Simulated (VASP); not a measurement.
Write the native input for VASP 6.6.1 that does the following.

```yaml
Task: single point
Functional: PBE
Potentials_or_basis: VASP PAW PBE potentials, release 64 (Cd, Se)
Cutoff: 520 eV
k_mesh: 10 × 10 × 6
Occupations: gaussian, width 0.05 eV
Spin: no spin polarisation
Dipole_correction: no
Further_INCAR_settings: ALGO = Normal; EDIFF = 1e-06; NBANDS = 26
```

The structure of CdSe lies in POSCAR:

```
CdSe
1.0
    4.1986975035      0.0000000000      0.0000000000
   -2.0993487518      3.6361787008      0.0000000000
    0.0000000000      0.0000000000      6.8606943709
Cd Se
2 2
Direct
    0.3333333333      0.6666666667      0.0048420126
    0.6666666667      0.3333333333      0.5048420126
    0.3333333333      0.6666666667      0.3801579874
    0.6666666667      0.3333333333      0.8801579874
```

The input as run:

INCAR

```
ALGO = Normal ; EDIFF = 1E-6
ENCUT = 520 ; GGA = PE
ISIF = 2 ; ISMEAR = 0
LASPH = T ; LCHARG = F
LREAL = F ; LWAVE = F
NBANDS = 26 ; NELM = 100
PREC = Accurate ; SIGMA = 0.05
```

KPOINTS

```
k-points
0
Gamma
  10 10 6
```

Potentials or basis: VASP PAW PBE potentials, release 64 (Cd, Se).

Launch:

```bash
$ cat potpaw_PBE.64/Cd/POTCAR potpaw_PBE.64/Se/POTCAR > POTCAR
$ mpirun -np 1 vasp_std > vasp.out
```

Results of the run:

| Property | Result |
| --- | --- |
| Pressure | 8.1 GPa |
| Largest force | 0.009 eV/Å |
| Band gap on the k mesh | 0.82 eV |

Caveat: the cell stands under pressure.

Run time: 2 min on 1 thread of Intel Xeon 8259CL, on a shared host, peak memory 0.31 GiB.
